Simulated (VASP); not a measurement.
Wanted: the native input for a VASP 6.6.1 run.

* Task: single point
* Functional: PBE
* Potentials or basis: VASP PAW PBE potentials, release 64 (Na_pv, Au)
* Cutoff: 520 eV
* k mesh: 6 × 6 × 2
* Occupations: gaussian, width 0.1 eV
* Spin: no spin polarisation
* Dipole correction: no
* Further INCAR settings: ALGO = Normal; EDIFF = 1e-06; NBANDS = 28

The structure of Na4Au lies in POSCAR:

```
Na4Au
1.0
    5.2838368900      0.0000000000      0.0000000000
   -2.6419184500      4.5759369800      0.0000000000
    0.0000000000      0.0000000000      8.0066272900
Na Au
4 1
Direct
    0.3333333300      0.6666666700      0.0000000000
    0.6666666700      0.3333333300      0.0000000000
    0.6666666700      0.3333333300      0.6428485300
    0.6666666700      0.3333333300      0.3571514700
    0.3333333300      0.6666666700      0.5000000000
```

One way to write it, as run:

INCAR

```
SYSTEM = Na4Au
ALGO = Normal
EDIFF = 1E-6
ENCUT = 520
GGA = PE
ISIF = 2
ISMEAR = 0
LASPH = .TRUE.
LCHARG = .FALSE.
LREAL = .FALSE.
LWAVE = .FALSE.
NBANDS = 28
NELM = 60
PREC = Accurate
SIGMA = 0.1
```

KPOINTS

```
k-points
0
G
  6 6 2
  0 0 0
```

Potentials or basis: VASP PAW PBE potentials, release 64 (Na_pv, Au).

The run is started by

```sh
$ cat potpaw_PBE.64/Na_pv/POTCAR potpaw_PBE.64/Au/POTCAR > POTCAR
$ mpirun -np 1 vasp_std > vasp.out
```

It gave:

- Pressure: 0.3 GPa
- Largest force: 0.895 eV/Å

Caveat: the k points lie up to 0.39 Å⁻¹ apart.

It took 93 s on 1 thread of Oxide Virtual Turin-like Processor (shared host), peak memory 0.29 GiB.
